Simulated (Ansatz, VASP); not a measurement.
# HgTe in VASP and in Ansatz

The input INCAR:

```
SYSTEM = HgTe
ALGO = Normal
EDIFF = 1E-6
ENCUT = 520
GGA = PE
ISIF = 2
ISMEAR = -1
LASPH = .True.
LCHARG = .False.
LREAL = .False.
LWAVE = .False.
NBANDS = 16
NELM = 80
PREC = Accurate
SIGMA = 0.1
```

File KPOINTS:

```
k-points
0
Gamma
  12 12 12
  0 0 0
```

Contents of POSCAR:

```
HgTe
1.0
    0.0000000000      2.8520073776      2.8520073776
    2.8520073776      0.0000000000      2.8520073776
    2.8520073776      2.8520073776      0.0000000000
Hg Te
1 1
Direct
    0.0000000000      0.0000000000      0.0000000000
    0.5000000000      0.5000000000      0.5000000000
```

Input for Ansatz:

```yaml
crystal:
  lattice:
    - [0.0, 2.8520073776, 2.8520073776]
    - [2.8520073776, 0.0, 2.8520073776]
    - [2.8520073776, 2.8520073776, 0.0]
  atoms:
    - { symbol: Hg, position: [0.0, 0.0, 0.0] }
    - { symbol: Te, position: [0.5, 0.5, 0.5] }
kpoints:
  mp_grid: { grid: [12, 12, 12] }
  band_path:
    path:
      - [0.0, 0.0, 0.0]
      - [0.5, 0.0, 0.5]
      - [0.625, 0.25, 0.625]
      - [0.375, 0.375, 0.75]
      - [0.0, 0.0, 0.0]
      - [0.5, 0.5, 0.5]
      - [0.5, 0.25, 0.75]
      - [0.5, 0.0, 0.5]
    npoints: 8
scf:
  occupations: { method: fermi_dirac, width: 0.1 }
hamiltonian:
  xc: pbe
  pseudopotentials: { kind: all_electron, lapw: { basis_error: 0.001 } }
output:
  forces: true
  stress: true
  eigenvalues: true
  populations: true
  dos: { projected: true, de: 0.2, e_range: [-14, 8] }
```

Change from the starting cell: volume scaled by 0.8, LAPW.

Alike in both runs: task single point; functional PBE; k mesh 12 × 12 × 12; occupations fermi-dirac, width 0.1 eV; no spin polarisation.

|  | VASP | Ansatz |
| --- | --- | --- |
| version | VASP 6.6.1 | Ansatz 0.2.0 |
| potentials or method | VASP PAW PBE potentials, release 64 (Hg, Te), cutoff 520 eV | all-electron LAPW, scalar-relativistic |

Ansatz gave:

```
pressure (GPa) : 18.7
```

Which values does VASP return?

Pressure (GPa): 19.1.

Ansatz ran all-electron here, and VASP with PAW potentials.

Neither program's run includes spin-orbit coupling.
